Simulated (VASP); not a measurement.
# ZrS2 (scan) (P-3m1) in VASP: further runs

The runs below take ZrS2 (scan) through single point, with r2SCAN+rVV10.

Program: VASP 6.6.1. These are calculated values, not measurements. Logs are shortened: lines on timing, memory, paths and dates and some standing lists are left out, and cuts for length are marked.

## 1. The cell of the first run

Symmetry: P-3m1, No. 164, trigonal system. Conventional cell: a = 3.671 Å, b = 3.671 Å, c = 6.108 Å, α = 90.00°, β = 90.00°, γ = 120.00°. Within 3.4 Å of Zr (site symmetry -3m) lie 6 S at 2.56 Å. S (site symmetry 3m) has 3 Zr at 2.56 Å within 3.4 Å.

## 2. Single point, r2SCAN+rVV10

Input file POSCAR:

```
ZrS2
1.0
    3.6711300500      0.0000000000      0.0000000000
   -1.8355650200      3.1792918800      0.0000000000
    0.0000000000      0.0000000000      6.1079144200
Zr S
1 2
Direct
    0.0000000000      0.0000000000      0.0000000000
    0.6666666700      0.3333333300      0.7639520500
    0.3333333300      0.6666666700      0.2360479500
```

Input file INCAR.step1:

```
PREC = Accurate ; ENCUT = 550
ISMEAR = 0 ; SIGMA = 0.1
LREAL = False ; LASPH = True
NELM = 120 ; NBANDS = 19
GGA = PE ; ALGO = Normal
EDIFF = 1E-5 ; LWAVE = True
LCHARG = False ; GGA_COMPAT = False
```

Input file INCAR.step2:

```
PREC = Accurate ; ENCUT = 550
EDIFF = 1E-6 ; ISMEAR = 0
SIGMA = 0.1 ; LREAL = False
LASPH = True ; NELM = 120
ALGO = Normal ; ISIF = 2
LWAVE = False ; LCHARG = False
METAGGA = R2SCAN ; LMIXTAU = True
LUSE_VDW = True ; IVDW_NL = 2
BPARAM = 11.95 ; CPARAM = 0.0093
NBANDS = 19 ; ISTART = 1
GGA_COMPAT = False
```

Input file KPOINTS:

```
regular mesh
0
Gamma
  6 6 4
```

Potentials or basis: VASP PAW PBE potentials, release 64 (Zr_sv, S).

Command:

```bash
$ cat potpaw_PBE.64/Zr_sv/POTCAR potpaw_PBE.64/S/POTCAR > POTCAR
$ cp INCAR.step1 INCAR
$ mpirun -np 1 vasp_std > vasp.out
$ cp INCAR.step2 INCAR
$ mpirun -np 1 vasp_std > vasp.out
```

OUTCAR:

```text
PREC = Accurate
   ENCUT = 550
   EDIFF = 1E-6
   ISMEAR = 0
   LREAL = False
   LASPH = True
   NELM = 120
   ISIF = 2
   METAGGA = R2SCAN
   IVDW_NL = 2
   BPARAM = 11.95
   ISTART = 1

 ion  position               nearest neighbor table
   1  0.000  0.000  0.000-   2 2.56   3 2.56   3 2.56   2 2.56   2 2.56   3 2.56
   2  0.667  0.333  0.764-   1 2.56   1 2.56   1 2.56
   3  0.333  0.667  0.236-   1 2.56   1 2.56   1 2.56

  LATTYP: Found a hexagonal cell.
 ALAT       =     3.6711300500
 C/A-ratio  =     1.6637695578

  Lattice vectors:

 A1 = (   3.6711300500,   0.0000000000,   0.0000000000)
 A2 = (  -1.8355650200,   3.1792918800,   0.0000000000)
 A3 = (   0.0000000000,   0.0000000000,   6.1079144200)

Analysis of symmetry for initial positions (statically):
=====================================================================
 Subroutine PRICEL returns:
 Original cell was already a primitive cell.

 Routine SETGRP: Setting up the symmetry group for a
 hexagonal supercell.

 Subroutine GETGRP returns: Found 12 space group operations
 (whereof 12 operations were pure point group operations)
 out of a pool of 24 trial point group operations.

The static configuration has the point symmetry D_3d.

Analysis of symmetry for dynamics (positions and initial velocities):
=====================================================================
 Subroutine PRICEL returns:
 Original cell was already a primitive cell.

 Routine SETGRP: Setting up the symmetry group for a
 hexagonal supercell.

 Subroutine GETGRP returns: Found 12 space group operations
 (whereof 12 operations were pure point group operations)
 out of a pool of 24 trial point group operations.

The dynamic configuration has the point symmetry D_3d.

 Subroutine INISYM returns: Found 12 space group operations
 (whereof 12 operations are pure point group operations),
 and found     1 'primitive' translations

----------------------------------------------------------------------------------------

                                     Primitive cell

  volume of cell :      71.2891

  direct lattice vectors                    reciprocal lattice vectors
     3.671130050  0.000000000  0.000000000     0.272395689  0.157267724  0.000000000
    -1.835565020  3.179291880  0.000000000     0.000000000  0.314535449  0.000000000
     0.000000000  0.000000000  6.107914420     0.000000000  0.000000000  0.163722006

  length of vectors
     3.671130050  3.671130044  6.107914420     0.314535449  0.314535449  0.163722006

[... 82 lines left out ...]
   LREAL  =      F    real-space projection
   EDIFFG = 0.1E-04   stopping-criterion for IOM
   NSW    =      0    number of steps for IOM
   IBRION =     -1    ionic relax: 0-MD 1-quasi-New 2-CG
   NFREE  =      0    steps in history (QN), initial steepest desc. (CG)
   ISIF   =      2    stress and relaxation
   ISYM   =      2    0-nonsym 1-usesym 2-fastsym
   POTIM  = 0.5000    time-step for ionic-motion
   TEBEG  =    0.0;   TEEND  =   0.0 temperature during run
   PSTRESS=    0.0 pullay stress
   NELECT =      24.0000    total number of electrons
   NUPDOWN=      -1.0000    fix difference up-down
   EMIN   =  10.00;   EMAX   =-10.00  energy-range for DOS
   EFERMI =   0.00;   METHOD = LEGACY
   ISMEAR =     0;   SIGMA  =   0.10  broadening in eV -4-tet -1-fermi 0-gaus
   EFERMI_NEDOS =   21; number of points for ismear=-14 and -15
   IALGO  =     38    algorithm
   IMIX   =      4    mixing-type and parameters
     AMIX     =   0.40;   BMIX     =  1.00
     AMIX_MAG =   1.60;   BMIX_MAG =  1.00
  volume/ion in A,a.u.               =      23.76       160.36
  Fermi-wavevector in a.u.,A,eV,Ry     =   1.138861  2.152136 17.646828  1.297005
  Thomas-Fermi vector in A             =   2.275565
   LORBIT       =      0    0 simple, 1 ext, 2 COOP (PROOUT), +10 PAW based schemes
   METAGGA = R2SCAN    functional components
   LHFCALC =     F    Hartree Fock is set to
   AEXX    =    0.0000 exact exchange contribution
   IVDW_NL    =     2    kernel type
   BPARAM     =11.9500
   IVDW    =     0    specifies the selected vdW correction
   LEPSILON=     F    determine dielectric tensor
   LRPA    =     F    only Hartree local field effects (RPA)
 non-spin polarized calculation
 Gauss-broadening in eV      SIGMA  =   0.10
  energy-cutoff  :      550.00
  volume of cell :       71.29
 maximum number of plane-waves:      2118
   NGX = 13   NGY = 13   NGZ = 23

 number of electron      24.0000002 magnetization

 Free energy of the ion-electron system (eV)
  ---------------------------------------------------
  ext. energy  EPLUGINS =         0.00000000
  ---------------------------------------------------
  free energy    TOTEN  =       -43.62844389 eV

  energy without entropy =      -43.62844389  energy(sigma->0) =      -43.62844389

 E-fermi :   4.3612     XC(G=0):  -9.8974

 val. band max:        3.8013589652   @ k =   0.1667   0.0000   0.0000
 cond. band min:       5.1716162448   @ k =   0.5000  -0.0000   0.5000
 fundamental gap:      1.3702572796
 Fermi energy:         4.3611967101

 k-point     1 :       0.0000    0.0000    0.0000
  band No.  band energies     occupation
      1     -46.7195      2.00000
      2     -24.0802      2.00000
      3     -23.9223      2.00000
      4     -23.9223      2.00000
      5      -9.2654      2.00000
      6      -7.8243      2.00000
[... 505 lines left out ...]
      6      -7.9748      2.00000
[... 11 lines left out ...]
     18      12.5350      0.00000
     19      13.1216      0.00000

------------------------ aborting loop because EDIFF is reached ----------------------------------------

  FORCE on cell =-STRESS in cart. coord.  units (eV):
  Direction    XX          YY          ZZ          XY          YZ          ZX
  --------------------------------------------------------------------------------------
  -------------------------------------------------------------------------------------
  Total        0.1727270      0.1727270     -0.2275327      0.0000000      0.0000000     -0.0000000
  in kB        3.8819302      3.8819302     -5.1136545      0.0000000      0.0000000     -0.0000000
  external PRESSURE =       0.8834020 kB  Pullay stress =       0.0000000 kB

 VOLUME and BASIS-vectors are now :
 -----------------------------------------------------------------------------
  energy-cutoff  :      550.00
  volume of cell :       71.29
      direct lattice vectors                 reciprocal lattice vectors
     3.671130050  0.000000000  0.000000000     0.272395689  0.157267724  0.000000000
    -1.835565020  3.179291880  0.000000000     0.000000000  0.314535449  0.000000000
     0.000000000  0.000000000  6.107914420     0.000000000  0.000000000  0.163722006

 POSITION                                       TOTAL-FORCE (eV/Angst)
 -----------------------------------------------------------------------------------
      0.00000      0.00000      0.00000        -0.000000      0.000000      0.000000
      1.83557      1.05976      4.66615         0.000000     -0.000000     -0.091562
     -0.00000      2.11953      1.44176        -0.000000      0.000000      0.091562
 -----------------------------------------------------------------------------------
    total drift:                                0.000000      0.000000     -0.000000

  FREE ENERGIE OF THE ION-ELECTRON SYSTEM (eV)
  ---------------------------------------------------
  free  energy   TOTEN  =       -43.6284438913 eV

  energy  without entropy=      -43.6284438913  energy(sigma->0) =      -43.62844389
```

It took 6.8 min on 1 thread of Intel Xeon 8259CL, shared host; peak memory 0.36 GiB.

Results:

```
Free energy            : -43.6284 eV
Pressure               : 0.1 GPa
Largest force          : 0.092 eV/Å
Band gap on the k mesh : 1.37 eV, indirect (least direct gap 2.00 eV)
```

Forces on the atoms (eV/Å):
```
Zr   0.000  0.000  0.000
S    0.000  0.000 -0.092
S    0.000  0.000  0.092
```

Levels at points of the mesh, in eV from the valence-band top:
```csv
k point,band 9,band 10,band 11,band 12,band 13,band 14,band 15,band 16
"(0.00, 0.00, 0.00)",-2.80,-0.05,-0.01,-0.01,1.99,1.99,2.85,5.47
"(0.50, 0.00, 0.00)",-2.49,-2.35,-1.63,-1.12,1.55,3.75,4.07,6.15
"(0.00, 0.00, 0.50)",-2.77,-1.56,-0.10,-0.10,1.97,1.97,3.23,5.74
"(0.50, 0.00, 0.50)",-2.59,-2.24,-0.94,-0.79,1.37,3.74,4.06,5.78
```

Caveat: the PAW data sets were made with another functional, which shifts forces and pressure a little.

## 3. Single point, r2SCAN+rVV10

This run uses another cell than the first one, of 22.84 Å³/atom, 0.961 times its volume.

Input file POSCAR:

```
ZrS2
1.0
    3.6744423435     -0.0000000029      0.0000000000
   -1.8372211693      3.1821604157      0.0000000000
    0.0000000000      0.0000000000      5.8609703656
Zr S
1 2
Direct
    0.0000000000      0.0000000000      0.0000000000
    0.6666666667      0.3333333333      0.7538762885
    0.3333333333      0.6666666667      0.2461237115
```

Input file INCAR.step1:

```
ALGO     = Normal         # electronic algorithm
EDIFF    = 1E-5           # SCF threshold, eV
ENCUT    = 550            # plane-wave cutoff, eV
GGA      = PE             # functional
GGA_COMPAT= False        
ISMEAR   = 0              # smearing method
LASPH    = True           # aspherical terms in the spheres
LCHARG   = False          # write CHGCAR
LREAL    = False          # projectors in reciprocal space
LWAVE    = True           # write WAVECAR
NBANDS   = 19             # bands
NELM     = 120            # most SCF steps
PREC     = Accurate       # precision mode
SIGMA    = 0.02           # smearing width, eV
```

Input file INCAR.step2:

```
ALGO     = Normal         # electronic algorithm
BPARAM   = 11.95        
CPARAM   = 0.0093       
EDIFF    = 1E-6           # SCF threshold, eV
ENCUT    = 550            # plane-wave cutoff, eV
GGA_COMPAT= False        
ISIF     = 2              # what is computed and relaxed
ISMEAR   = 0              # smearing method
ISTART   = 1            
IVDW_NL  = 2            
LASPH    = True           # aspherical terms in the spheres
LCHARG   = False          # write CHGCAR
LMIXTAU  = True         
LREAL    = False          # projectors in reciprocal space
LUSE_VDW = True         
LWAVE    = False          # write WAVECAR
METAGGA  = R2SCAN         # meta-GGA
NBANDS   = 19             # bands
NELM     = 120            # most SCF steps
PREC     = Accurate       # precision mode
SIGMA    = 0.02           # smearing width, eV
```

Input file KPOINTS:

```
k-points
0
Gamma
  9 9 6
```

Potentials or basis: VASP PAW PBE potentials, release 64 (Zr_sv, S).

Command:

```bash
$ cat potpaw_PBE.64/Zr_sv/POTCAR potpaw_PBE.64/S/POTCAR > POTCAR
$ cp INCAR.step1 INCAR
$ mpirun -np 1 vasp_std > vasp.out
$ cp INCAR.step2 INCAR
$ mpirun -np 1 vasp_std > vasp.out
```

OUTCAR:

```text
BPARAM = 11.95
   EDIFF = 1E-6
   ENCUT = 550
   ISIF = 2
   ISMEAR = 0
   ISTART = 1
   IVDW_NL = 2
   LASPH = True
   LREAL = False
   METAGGA = R2SCAN
   NELM = 120
   PREC = Accurate

 ion  position               nearest neighbor table
   1  0.000  0.000  0.000-   2 2.57   3 2.57   2 2.57   3 2.57   2 2.57   3 2.57
   2  0.667  0.333  0.754-   1 2.57   1 2.57   1 2.57
   3  0.333  0.667  0.246-   1 2.57   1 2.57   1 2.57

  LATTYP: Found a hexagonal cell.
 ALAT       =     3.6744423435
 C/A-ratio  =     1.5950639084

  Lattice vectors:

 A1 = (   3.6744423435,  -0.0000000029,   0.0000000000)
 A2 = (  -1.8372211693,   3.1821604157,   0.0000000000)
 A3 = (   0.0000000000,   0.0000000000,   5.8609703656)

Analysis of symmetry for initial positions (statically):
=====================================================================
 Subroutine PRICEL returns:
 Original cell was already a primitive cell.

 Routine SETGRP: Setting up the symmetry group for a
 hexagonal supercell.

[... 159 lines left out ...]

 number of electron      23.9999999 magnetization

 Free energy of the ion-electron system (eV)
  ---------------------------------------------------
  ext. energy  EPLUGINS =         0.00000000
  ---------------------------------------------------
  free energy    TOTEN  =       -43.64659711 eV

  energy without entropy =      -43.64659711  energy(sigma->0) =      -43.64659711

 E-fermi :   4.6247     XC(G=0): -10.1527

 val. band max:        4.4267609580   @ k =   0.1111  -0.0000   0.0000
 cond. band min:       5.6398489476   @ k =   0.4444  -0.0000   0.5000
 fundamental gap:      1.2130879896
 Fermi energy:         4.6247283085

 k-point     1 :       0.0000    0.0000    0.0000
  band No.  band energies     occupation
      1     -46.2760      2.00000
      2     -23.6356      2.00000
      3     -23.4799      2.00000
      4     -23.4799      2.00000
      5      -8.8874      2.00000
      6      -7.3258      2.00000
[... 505 lines left out ...]
      6      -7.5247      2.00000
[... 11 lines left out ...]
     18      12.9473      0.00000
     19      13.2566      0.00000

 [... further k-points ...]
[... 5 lines left out ...]
  --------------------------------------------------------------------------------------
  -------------------------------------------------------------------------------------
  Total        0.0198998      0.0198998      0.0236859     -0.0000000      0.0000000      0.0000000
  in kB        0.4652397      0.4652397      0.5537554     -0.0000000      0.0000000      0.0000000
  external PRESSURE =       0.4947449 kB  Pullay stress =       0.0000000 kB

 VOLUME and BASIS-vectors are now :
 -----------------------------------------------------------------------------
  energy-cutoff  :      550.00
  volume of cell :       68.53
      direct lattice vectors                 reciprocal lattice vectors
     3.674442343 -0.000000003  0.000000000     0.272150141  0.157125957  0.000000000
    -1.837221169  3.182160416  0.000000000     0.000000000  0.314251914  0.000000000
     0.000000000  0.000000000  5.860970366     0.000000000  0.000000000  0.170620211

 POSITION                                       TOTAL-FORCE (eV/Angst)
 -----------------------------------------------------------------------------------
      0.00000      0.00000      0.00000         0.000000      0.000000      0.000000
      1.83722      1.06072      4.41845         0.000000     -0.000000     -0.011662
      0.00000      2.12144      1.44252        -0.000000      0.000000      0.011662
 -----------------------------------------------------------------------------------
    total drift:                               -0.000000     -0.000000      0.000000

  FREE ENERGIE OF THE ION-ELECTRON SYSTEM (eV)
  ---------------------------------------------------
  free  energy   TOTEN  =       -43.6465971138 eV

  energy  without entropy=      -43.6465971138  energy(sigma->0) =      -43.64659711
```

It took 11 min on 1 thread of Intel Xeon 8259CL, shared host; peak memory 0.39 GiB.

What came out:

```yaml
Free_energy: -43.6466 eV
Pressure: 0.0 GPa
Largest_force: 0.012 eV/Å
Band_gap_on_the_k_mesh: 1.21 eV, indirect (least direct gap 1.81 eV)
```

Forces on the atoms (eV/Å):
```
Zr   0.000  0.000  0.000
S    0.000  0.000 -0.012
S    0.000  0.000  0.012
```

Levels at points of the mesh, in eV from the valence-band top:
```
           k point  band 8  band 9  band 10  band 11  band 12  band 13  band 14  band 15  band 16  band 17
(0.00, 0.00, 0.00)   -3.00   -3.00    -0.19    -0.19     0.00     1.81     1.81     2.67     5.19     5.19
(0.00, 0.00, 0.50)   -2.95   -2.95    -1.89    -0.34    -0.34     1.77     1.77     3.05     5.60     5.60
```

Caveat: the PAW data sets were made with another functional, which shifts forces and pressure a little. A k mesh can miss the band edges.
